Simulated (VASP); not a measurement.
# Sr in VASP: notebook, part 2 of 2

VASP 6.6.1.

**4. Single point, LDA (strain -0.030 along x and y, -0.015 along z)**

INCAR reads:

```
ALGO = Fast
EDIFF = 1E-6
ENCUT = 520
ISIF = 2
ISMEAR = 0
LASPH = T
LCHARG = T
LELF = T
LREAL = F
LVHAR = T
LWAVE = F
NBANDS = 11
NELM = 60
PREC = Accurate
SIGMA = 0.15
```

KPOINTS reads:

```
k-points
0
Gamma
  14 14 14
```

POSCAR reads:

```
Sr
1.0
   -2.3522500000      2.3522500000      2.3886250000
    2.3522500000     -2.3522500000      2.3886250000
    2.3522500000      2.3522500000     -2.3886250000
Sr
1
Direct
    0.0000000000      0.0000000000      0.0000000000
```

Potentials or basis: VASP PAW LDA potentials, release 64 (Sr_sv).

The run is started by

```console
cat potpaw_LDA.64/Sr_sv/POTCAR > POTCAR
mpirun -np 1 vasp_std > vasp.out
```

OUTCAR:

```text
EDIFF = 1E-6
   ENCUT = 520
   ISIF = 2
   ISMEAR = 0
   LASPH = T
   LREAL = F
   NELM = 60
   PREC = Accurate

 ion  position               nearest neighbor table
   1  0.000  0.000  0.000-

  LATTYP: Found a body centered tetragonal cell.
 ALAT       =     4.7045000000
 C/A-ratio  =     1.0154639175

  Lattice vectors:

 A1 = (  -2.3522500000,   2.3522500000,   2.3886250000)
 A2 = (   2.3522500000,  -2.3522500000,   2.3886250000)
 A3 = (   2.3522500000,   2.3522500000,  -2.3886250000)

Analysis of symmetry for initial positions (statically):
=====================================================================
 Subroutine PRICEL returns:
 Original cell was already a primitive cell.

 Routine SETGRP: Setting up the symmetry group for a
 body centered tetragonal supercell.

 Subroutine GETGRP returns: Found 16 space group operations
 (whereof 16 operations were pure point group operations)
 out of a pool of 16 trial point group operations.

The static configuration has the point symmetry D_4h.

Analysis of symmetry for dynamics (positions and initial velocities):
=====================================================================
 Subroutine PRICEL returns:
 Original cell was already a primitive cell.

 Routine SETGRP: Setting up the symmetry group for a
 body centered tetragonal supercell.

 Subroutine GETGRP returns: Found 16 space group operations
 (whereof 16 operations were pure point group operations)
 out of a pool of 16 trial point group operations.

The dynamic configuration has the point symmetry D_4h.

 Subroutine INISYM returns: Found 16 space group operations
 (whereof 16 operations are pure point group operations),
 and found     1 'primitive' translations

----------------------------------------------------------------------------------------

                                     Primitive cell

  volume of cell :      52.8658
[... 112 lines left out ...]
   GGA     = CA    functional components
   LHFCALC =     F    Hartree Fock is set to
   AEXX    =    0.0000 exact exchange contribution
   IVDW    =     0    specifies the selected vdW correction
   LEPSILON=     F    determine dielectric tensor
   LRPA    =     F    only Hartree local field effects (RPA)
 non-spin polarized calculation
 RMM-DIIS sequential band-by-band and
 Gauss-broadening in eV      SIGMA  =   0.15
  energy-cutoff  :      520.00
  volume of cell :       52.87
 maximum number of plane-waves:      1453
   NGX = 15   NGY = 15   NGZ = 15

 number of electron      10.0000000 magnetization

 Free energy of the ion-electron system (eV)
  ---------------------------------------------------
  ext. energy  EPLUGINS =         0.00000000
  ---------------------------------------------------
  free energy    TOTEN  =        -1.88428837 eV

  energy without entropy =       -1.87248468  energy(sigma->0) =       -1.87838653

 E-fermi :   1.5439     XC(G=0):  -7.6803

 val. band max:        1.5413860734   @ k =  -0.4286  -0.4286   0.2857
 cond. band min:       1.5545258910   @ k =   0.5000   0.5000   0.2857
 fundamental gap:      0.0131398176
 Fermi energy:         1.5438629369

 k-point     1 :       0.0000    0.0000    0.0000
  band No.  band energies     occupation
      1     -34.8249      2.00000
      2     -16.7980      2.00000
      3     -16.7980      2.00000
      4     -16.7972      2.00000
      5      -2.1601      2.00000
      6       3.8300      0.00000
      7       3.8300      0.00000
      8       3.9206      0.00000
      9       5.1931      0.00000
     10       5.3211      0.00000
     11       9.7546      0.00000
[... 309 lines left out ...]
 k-point    24 :       0.2857    0.1429    0.0000
  band No.  band energies     occupation
      1     -34.8083      2.00000
      2     -16.9853      2.00000
      3     -16.8699      2.00000
      4     -16.8113      2.00000
      5      -0.0422      2.00000
      6       2.2808      0.00000
      7       2.7768      0.00000
      8       4.9529      0.00000
      9       5.5611      0.00000
     10       6.1048      0.00000
     11       7.9041      0.00000

 [... further k-points ...]

------------------------ aborting loop because EDIFF is reached ----------------------------------------

  FORCE on cell =-STRESS in cart. coord.  units (eV):
  Direction    XX          YY          ZZ          XY          YZ          ZX
  --------------------------------------------------------------------------------------
  -------------------------------------------------------------------------------------
  Total       -0.3942903     -0.3942903     -0.4067560      0.0000000      0.0000000     -0.0000000
  in kB      -11.9495566    -11.9495566    -12.3273460      0.0000000      0.0000000     -0.0000000
  external PRESSURE =     -12.0754864 kB  Pullay stress =       0.0000000 kB

 VOLUME and BASIS-vectors are now :
 -----------------------------------------------------------------------------
  energy-cutoff  :      520.00
  volume of cell :       52.87
      direct lattice vectors                 reciprocal lattice vectors
    -2.352250000  2.352250000  2.388625000     0.000000000  0.212562440  0.209325449
     2.352250000 -2.352250000  2.388625000     0.212562440  0.000000000  0.209325449
     2.352250000  2.352250000 -2.388625000     0.212562440  0.212562440  0.000000000

 POSITION                                       TOTAL-FORCE (eV/Angst)
 -----------------------------------------------------------------------------------
      0.00000      0.00000      0.00000         0.000000     -0.000000     -0.000000
 -----------------------------------------------------------------------------------
    total drift:                               -0.000000     -0.000000      0.000000

  FREE ENERGIE OF THE ION-ELECTRON SYSTEM (eV)
  ---------------------------------------------------
  free  energy   TOTEN  =        -1.8842883676 eV

  energy  without entropy=       -1.8724846841  energy(sigma->0) =       -1.87838653
```

OSZICAR:

```text
N       E                     dE             d eps       ncg     rms          rms(c)
DAV:   1     0.354284225502E+02    0.35428E+02   -0.47891E+03  5368   0.788E+02
DAV:   2    -0.219584600457E+00   -0.35648E+02   -0.34975E+02  6265   0.155E+02
DAV:   3    -0.181541042952E+01   -0.15958E+01   -0.15737E+01  7991   0.237E+01
DAV:   4    -0.188566588958E+01   -0.70255E-01   -0.70121E-01  7050   0.457E+00
DAV:   5    -0.188712117906E+01   -0.14553E-02   -0.14552E-02  7652   0.514E-01    0.110E+01
RMM:   6    -0.188523538388E+01    0.18858E-02   -0.57385E-03  5665   0.939E-01    0.620E+00
RMM:   7    -0.188398537886E+01    0.12500E-02   -0.10987E-02  6183   0.132E+00    0.286E-01
RMM:   8    -0.188416415659E+01   -0.17878E-03   -0.36365E-03  7349   0.406E-01    0.652E-02
RMM:   9    -0.188426366984E+01   -0.99513E-04   -0.75529E-04  8413   0.123E-01    0.675E-02
RMM:  10    -0.188428155926E+01   -0.17889E-04   -0.11718E-04  8148   0.552E-02    0.683E-02
RMM:  11    -0.188428787006E+01   -0.63108E-05   -0.18835E-05  8033   0.278E-02    0.165E-02
RMM:  12    -0.188428836763E+01   -0.49757E-06   -0.85257E-06  7230   0.140E-02
   1 F= -.18842884E+01 E0= -.18783865E+01  d E =-.118037E-01
```

stdout:

```text
POSCAR found type information on POSCAR Sr
 POSCAR found :  1 types and       1 ions
 scaLAPACK will be used
 LDA part: xc-table for (Slater(with rela. corr.)+CA(PZ))
 , standard interpolation
 POSCAR, INCAR and KPOINTS ok, starting setup
 FFT: planning ... GRIDC
 FFT: planning ... GRID_SOFT
 FFT: planning ... GRID
 WAVECAR not read
 entering main loop
WARNING in EDDRMM: call to ZHEGV failed, returncode =   6  3      9
WARNING in EDDRMM: call to ZHEGV failed, returncode =   6  3      5
```

Run time: 2 min. Hardware: 1 thread of AMD EPYC 7R13 (Zen 3), shared host; peak memory 0.23 GiB.

Results:

```yaml
Free_energy: -1.8843 eV
Pressure: -1.2 GPa
Band_gap_on_the_k_mesh: zero (bands 5 and 6 overlap by 0.45 eV)
```

Caveat: the cell differs from its parent crystal (strain -0.030 along x and y, -0.015 along z).

**5. Single point, LDA (strain -0.030 along x and y, +0.000 along z)**

INCAR reads:

```
ALGO     = Fast           # electronic algorithm
EDIFF    = 1E-6           # SCF threshold, eV
ENCUT    = 520            # plane-wave cutoff, eV
GGA      = CA             # functional
ISIF     = 2              # what is computed and relaxed
ISMEAR   = 0              # smearing method
LASPH    = T              # aspherical terms in the spheres
LCHARG   = T              # write CHGCAR
LELF     = T              # ELF
LREAL    = F              # projectors in reciprocal space
LVHAR    = T            
LWAVE    = F              # write WAVECAR
NBANDS   = 11             # bands
NELM     = 80             # most SCF steps
PREC     = Accurate       # precision mode
SIGMA    = 0.15           # smearing width, eV
```

KPOINTS is that of step 4.

POSCAR reads:

```
Sr
1.0
   -2.3522500000      2.3522500000      2.4250000000
    2.3522500000     -2.3522500000      2.4250000000
    2.3522500000      2.3522500000     -2.4250000000
Sr
1
Direct
    0.0000000000      0.0000000000      0.0000000000
```

The run is started by

```console
cat potpaw_LDA.64/Sr_sv/POTCAR > POTCAR
mpirun -np 1 vasp_std > vasp.out
```

Run time: 2.2 min. Hardware: 1 thread of AMD EPYC 7R13 (Zen 3), shared host; peak memory 0.23 GiB.

It converged, with:

```
Free energy            : -1.8778 eV
Pressure               : -1.3 GPa
Band gap on the k mesh : zero (bands 5 and 6 overlap by 0.41 eV)
```

Levels at points of the mesh, in eV from the Fermi level:
```tsv
k point	band 1	band 2	band 3	band 4	band 5	band 6	band 7	band 8	band 9	band 10
(0.00, 0.00, 0.00)	-36.40	-18.38	-18.38	-18.38	-3.69	2.24	2.24	2.41	3.54	3.79
(0.50, 0.00, 0.00)	-36.39	-18.60	-18.45	-18.38	-1.07	0.30	1.20	3.38	4.14	5.39
(0.50, 0.50, 0.00)	-36.39	-18.60	-18.46	-18.38	-1.02	0.39	1.01	3.61	4.23	5.43
(0.50, 0.50, 0.50)	-36.37	-18.55	-18.53	-18.53	-0.21	-0.15	3.45	3.86	3.86	4.96
```

Caveat: the cell differs from its parent crystal (strain -0.030 along x and y, +0.000 along z).

**6. Single point, LDA (strain -0.015 along x and y, -0.030 along z)**

INCAR reads:

```
SYSTEM = Sr
PREC = Accurate
ENCUT = 520
EDIFF = 1E-6
ISMEAR = 0
SIGMA = 0.15
LREAL = .False.
LASPH = .True.
NELM = 80
ALGO = Fast
ISIF = 2
LWAVE = .False.
LCHARG = .False.
NBANDS = 11
```

KPOINTS reads:

```
Automatic mesh
0
Gamma
  14 14 14
  0 0 0
```

POSCAR reads:

```
Sr
1.0
   -2.3886250000      2.3886250000      2.3522500000
    2.3886250000     -2.3886250000      2.3522500000
    2.3886250000      2.3886250000     -2.3522500000
Sr
1
Direct
    0.0000000000      0.0000000000      0.0000000000
```

Potentials or basis: VASP PAW LDA potentials, release 64 (Sr_sv).

The run is started by

```console
cat potpaw_LDA.64/Sr_sv/POTCAR > POTCAR
mpirun -np 1 vasp_std > vasp.out
```

OUTCAR:

```text
SYSTEM = Sr
   PREC = Accurate
   ENCUT = 520
   EDIFF = 1E-6
   ISMEAR = 0
   LREAL = .False.
   LASPH = .True.
   NELM = 80
   ISIF = 2

 ion  position               nearest neighbor table
   1  0.000  0.000  0.000-

  LATTYP: Found a body centered tetragonal cell.
 ALAT       =     4.7772500000
 C/A-ratio  =     0.9847715736

  Lattice vectors:

 A1 = (  -2.3886250000,   2.3886250000,   2.3522500000)
 A2 = (   2.3886250000,  -2.3886250000,   2.3522500000)
 A3 = (   2.3886250000,   2.3886250000,  -2.3522500000)

Analysis of symmetry for initial positions (statically):
=====================================================================
 Subroutine PRICEL returns:
 Original cell was already a primitive cell.

 Routine SETGRP: Setting up the symmetry group for a
 body centered tetragonal supercell.

 Subroutine GETGRP returns: Found 16 space group operations
 (whereof 16 operations were pure point group operations)
 out of a pool of 16 trial point group operations.

The static configuration has the point symmetry D_4h.

Analysis of symmetry for dynamics (positions and initial velocities):
=====================================================================
 Subroutine PRICEL returns:
 Original cell was already a primitive cell.

 Routine SETGRP: Setting up the symmetry group for a
 body centered tetragonal supercell.

 Subroutine GETGRP returns: Found 16 space group operations
 (whereof 16 operations were pure point group operations)
 out of a pool of 16 trial point group operations.

The dynamic configuration has the point symmetry D_4h.

 Subroutine INISYM returns: Found 16 space group operations
 (whereof 16 operations are pure point group operations),
 and found     1 'primitive' translations

----------------------------------------------------------------------------------------

                                     Primitive cell

  volume of cell :      53.6833

[... 111 lines left out ...]
   GGA     = CA    functional components
   LHFCALC =     F    Hartree Fock is set to
   AEXX    =    0.0000 exact exchange contribution
   IVDW    =     0    specifies the selected vdW correction
   LEPSILON=     F    determine dielectric tensor
   LRPA    =     F    only Hartree local field effects (RPA)
 non-spin polarized calculation
 RMM-DIIS sequential band-by-band and
 Gauss-broadening in eV      SIGMA  =   0.15
  energy-cutoff  :      520.00
  volume of cell :       53.68
 maximum number of plane-waves:      1465
   NGX = 15   NGY = 15   NGZ = 15

 number of electron      10.0000000 magnetization

 Free energy of the ion-electron system (eV)
  ---------------------------------------------------
  ext. energy  EPLUGINS =         0.00000000
  ---------------------------------------------------
  free energy    TOTEN  =        -1.87783538 eV

  energy without entropy =       -1.86586170  energy(sigma->0) =       -1.87184854

 E-fermi :   1.4966     XC(G=0):  -7.6317

 val. band max:        1.4910917088   @ k =  -0.3571  -0.3571   0.1429
 cond. band min:       1.4996632006   @ k =  -0.4286  -0.4286   0.2857
 fundamental gap:      0.0085714919
 Fermi energy:         1.4965672660

 k-point     1 :       0.0000    0.0000    0.0000
  band No.  band energies     occupation
      1     -34.9078      2.00000
      2     -16.8845      2.00000
      3     -16.8837      2.00000
      4     -16.8837      2.00000
      5      -2.1899      2.00000
      6       3.7282      0.00000
      7       3.8191      0.00000
      8       3.8191      0.00000
      9       5.1020      0.00000
     10       5.2303      0.00000
     11       9.6897      0.00000
[... 309 lines left out ...]
 k-point    24 :       0.2857    0.1429   -0.0000
  band No.  band energies     occupation
      1     -34.8922      2.00000
      2     -17.0628      2.00000
      3     -16.9523      2.00000
      4     -16.8992      2.00000
      5      -0.0623      2.00000
      6       2.2325      0.00000
      7       2.6719      0.00000
      8       4.8682      0.00000
      9       5.5916      0.00000
     10       5.9306      0.00000
     11       7.7488      0.00000

 [... further k-points ...]

------------------------ aborting loop because EDIFF is reached ----------------------------------------

  FORCE on cell =-STRESS in cart. coord.  units (eV):
  Direction    XX          YY          ZZ          XY          YZ          ZX
  --------------------------------------------------------------------------------------
  -------------------------------------------------------------------------------------
  Total       -0.4567141     -0.4567141     -0.4414418      0.0000000      0.0000000      0.0000000
  in kB      -13.6306183    -13.6306183    -13.1748183      0.0000000      0.0000000      0.0000000
  external PRESSURE =     -13.4786850 kB  Pullay stress =       0.0000000 kB

 VOLUME and BASIS-vectors are now :
 -----------------------------------------------------------------------------
  energy-cutoff  :      520.00
  volume of cell :       53.68
      direct lattice vectors                 reciprocal lattice vectors
    -2.388625000  2.388625000  2.352250000     0.000000000  0.209325449  0.212562440
     2.388625000 -2.388625000  2.352250000     0.209325449  0.000000000  0.212562440
     2.388625000  2.388625000 -2.352250000     0.209325449  0.209325449  0.000000000

 POSITION                                       TOTAL-FORCE (eV/Angst)
 -----------------------------------------------------------------------------------
      0.00000      0.00000      0.00000         0.000000      0.000000      0.000000
 -----------------------------------------------------------------------------------
    total drift:                                0.000000      0.000000     -0.000000

  FREE ENERGIE OF THE ION-ELECTRON SYSTEM (eV)
  ---------------------------------------------------
  free  energy   TOTEN  =        -1.8778353808 eV

  energy  without entropy=       -1.8658616982  energy(sigma->0) =       -1.87184854
```

OSZICAR:

```text
N       E                     dE             d eps       ncg     rms          rms(c)
DAV:   1     0.360854010667E+02    0.36085E+02   -0.48182E+03  5368   0.790E+02
DAV:   2    -0.234380883054E+00   -0.36320E+02   -0.35737E+02  6347   0.157E+02
DAV:   3    -0.180045375739E+01   -0.15661E+01   -0.15451E+01  7866   0.238E+01
DAV:   4    -0.187869367798E+01   -0.78240E-01   -0.78085E-01  7172   0.477E+00
DAV:   5    -0.188016916952E+01   -0.14755E-02   -0.14754E-02  7602   0.543E-01    0.109E+01
RMM:   6    -0.187860520997E+01    0.15640E-02   -0.57580E-03  5692   0.942E-01    0.612E+00
RMM:   7    -0.187754520305E+01    0.10600E-02   -0.10980E-02  6152   0.133E+00    0.289E-01
RMM:   8    -0.187771035020E+01   -0.16515E-03   -0.35639E-03  7355   0.409E-01    0.654E-02
RMM:   9    -0.187781079250E+01   -0.10044E-03   -0.77136E-04  8422   0.124E-01    0.658E-02
RMM:  10    -0.187782872728E+01   -0.17935E-04   -0.11350E-04  8155   0.551E-02    0.669E-02
RMM:  11    -0.187783467204E+01   -0.59448E-05   -0.19510E-05  8135   0.251E-02    0.143E-02
RMM:  12    -0.187783538082E+01   -0.70878E-06   -0.77308E-06  7135   0.126E-02
   1 F= -.18778354E+01 E0= -.18718485E+01  d E =-.119737E-01
```

Run time: 2.2 min. Hardware: 1 thread of AMD EPYC 7R13 (Zen 3), shared host; peak memory 0.23 GiB.

Results:

| Quantity | Value |
| --- | --- |
| Free energy | -1.8778 eV |
| Pressure | -1.3 GPa |
| Band gap on the k mesh | zero (bands 5 and 6 overlap by 0.43 eV) |

Levels at points of the mesh, in eV from the Fermi level:
| k point | band 3 | band 4 | band 5 | band 6 | band 7 | band 8 |
| --- | --- | --- | --- | --- | --- | --- |
| (0.00, 0.00, 0.00) | -18.38 | -18.38 | -3.69 | 2.23 | 2.32 | 2.32 |
| (0.50, 0.00, 0.00) | -18.45 | -18.38 | -1.05 | 0.34 | 1.11 | 3.50 |
| (0.50, 0.50, 0.00) | -18.45 | -18.38 | -1.08 | 0.30 | 1.20 | 3.40 |
| (0.50, 0.50, 0.50) | -18.54 | -18.54 | -0.19 | -0.16 | 3.65 | 3.65 |

Caveat: the cell differs from its parent crystal (strain -0.015 along x and y, -0.030 along z).

**7. Summary**

```csv
cell,gap on the mesh (eV),pressure (GPa)
"a = 4.074 Å, angles 109.5°, 1 atom",none,-1.0
"a = 4.326 Å, angles 109.5°, 1 atom",none,-2.3
"a = 4.095 Å, angles 109.9, 109.9, 108.6°, 1 atom",none,-1.2
"a = 4.117 Å, angles 110.3, 110.3, 107.8°, 1 atom",none,-1.3
"a = 4.116 Å, angles 109.1, 109.1, 110.3°, 1 atom",none,-1.3
```

Alike in all rows: task single point; level LDA; potentials or basis VASP PAW LDA potentials, release 64 (Sr_sv); no spin polarisation; k mesh 14 × 14 × 14; cutoff (eV) 520; smearing gaussian 0.15 eV.

Absolute energies hang on the potentials; compare differences alone.

The gap in the log of VASP goes by the Fermi energy; the results here count the filled bands.